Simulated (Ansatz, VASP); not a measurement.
# One calculation of PbS, two programs

The input POSCAR:

```
PbS
1.0
    0.0000000000      3.3008065408      3.3008065408
    3.3008065408      0.0000000000      3.3008065408
    3.3008065408      3.3008065408      0.0000000000
Pb S
1 1
Direct
    0.0000000000      0.0000000000      0.0000000000
    0.2500000000      0.2500000000      0.2500000000
```

INCAR.step1

```
SYSTEM = PbS
PREC     = Accurate       ! precision mode
ENCUT    = 520            ! plane-wave cutoff, eV
ISMEAR   = -5             ! smearing method
SIGMA    = 0.1            ! smearing width, eV
LREAL    = .False.        ! projectors in reciprocal space
LASPH    = .True.         ! aspherical terms in the spheres
NELM     = 80             ! most SCF steps
NBANDS   = 17             ! bands
GGA      = PE             ! functional
ALGO     = Normal         ! electronic algorithm
EDIFF    = 1E-4           ! SCF threshold, eV
LWAVE    = .True.         ! write WAVECAR
LCHARG   = .False.        ! write CHGCAR
```

The input INCAR.step2:

```
SYSTEM = PbS
PREC     = Accurate       ! precision mode
ENCUT    = 520            ! plane-wave cutoff, eV
EDIFF    = 1E-6           ! SCF threshold, eV
ISMEAR   = -5             ! smearing method
SIGMA    = 0.1            ! smearing width, eV
LREAL    = .False.        ! projectors in reciprocal space
LASPH    = .True.         ! aspherical terms in the spheres
NELM     = 80             ! most SCF steps
ALGO     = Normal         ! electronic algorithm
ISIF     = 2              ! what is computed and relaxed
LWAVE    = .False.        ! write WAVECAR
LCHARG   = .False.        ! write CHGCAR
METAGGA  = R2SCAN         ! meta-GGA
LMIXTAU  = .True.       
IVDW     = 12             ! dispersion correction
VDW_S6   = 1.0          
VDW_S8   = 0.78981345   
VDW_A1   = 0.49484001   
VDW_A2   = 5.73083694   
NBANDS   = 17             ! bands
ISTART   = 1
```

The input KPOINTS:

```
regular mesh
0
Gamma
  6 6 6
  0 0 0
```

Input for Ansatz:

```yaml
crystal:
  lattice:
    - [0.0, 3.3008065408, 3.3008065408]
    - [3.3008065408, 0.0, 3.3008065408]
    - [3.3008065408, 3.3008065408, 0.0]
  atoms:
    - { symbol: Pb, position: [0.0, 0.0, 0.0] }
    - { symbol: S, position: [0.25, 0.25, 0.25] }
basis:
  ecutwfc: 500
  ecutrho_ratio: 4
kpoints:
  mp_grid: { grid: [6, 6, 6] }
hamiltonian:
  xc: r2scan
  dispersion: d3bj
scf:
  occupations: { method: tetrahedron }
output:
  forces: true
  stress: true
```

Alike in both runs: task single point; functional r2SCAN; dispersion D3(BJ); k mesh 6 × 6 × 6; occupations tetrahedron; no spin polarisation.

|  | VASP | Ansatz |
| --- | --- | --- |
| version | VASP 6.6.1 | Ansatz 0.2.0 |
| potentials or method | VASP PAW PBE potentials, release 64 (Pb_d, S), cutoff 520 eV | scalar-relativistic, plane waves, PAW |
| valence electrons in the cell | 20 | 20 |

|  | VASP | Ansatz | Ansatz less VASP |
| --- | --- | --- | --- |
| gap on the k mesh at the Fermi level (eV) | 1.07 | 1.07 | 0.000 |
| pressure (GPa) | -0.2 | -0.2 | 0.00 |

VASP's potentials were made for PBE, not for r2SCAN. Ansatz's warnings: band table not solved further, dispersion damping borrowed, tetrahedron derivatives may miss energy slope.

Neither program's run includes spin-orbit coupling.
